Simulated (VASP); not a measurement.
Wanted: the native input for a VASP 6.6.1 run.

```yaml
Task: single point
Functional: PBEsol
Potentials_or_basis: VASP PAW PBE potentials, release 64 (Ti_sv)
Cutoff: 520 eV
k_mesh: 20 × 20 × 20
Occupations: gaussian, width 0.15 eV
Spin: no spin polarisation
Dipole_correction: no
Further_INCAR_settings: ALGO = Normal; EDIFF = 1e-07; NBANDS = 12
```

The structure of Ti lies in POSCAR:

```
Ti
1.0
    0.0000000000      1.9691000000      1.9995500000
    1.9691000000      0.0000000000      1.9995500000
    1.9691000000      1.9691000000      0.0000000000
Ti
1
Direct
    0.0000000000      0.0000000000      0.0000000000
```

This cell differs from its parent crystal: strain -0.030 along x and y, -0.015 along z.

These files were run (other wordings do the same):

INCAR

```
ALGO = Normal
EDIFF = 1E-7
ENCUT = 520
GGA = PS
ISIF = 2
ISMEAR = 0
LASPH = T
LCHARG = F
LREAL = F
LWAVE = F
NBANDS = 12
NELM = 80
PREC = Accurate
SIGMA = 0.15
```

KPOINTS

```
k-points
0
Gamma
  20 20 20
```

Potentials or basis: VASP PAW PBE potentials, release 64 (Ti_sv).

Command:

```console
$ cat potpaw_PBE.64/Ti_sv/POTCAR > POTCAR
$ mpirun -np 1 vasp_std > vasp.out
```

Results of the run:

```yaml
Pressure: 9.1 GPa
Band_gap_on_the_k_mesh: zero (band 6 reaches 10.24 eV, above the bottom of band 7 at 8.88 eV)
```

Caveat: the cell differs from its parent crystal (strain -0.030 along x and y, -0.015 along z); the PAW data sets were made with another functional, which shifts forces and pressure a little.

Run time: 37 s on 1 thread of Intel(R) Xeon(R) 6975P-C (Granite Rapids), with other jobs on the host, peak memory 0.23 GiB.
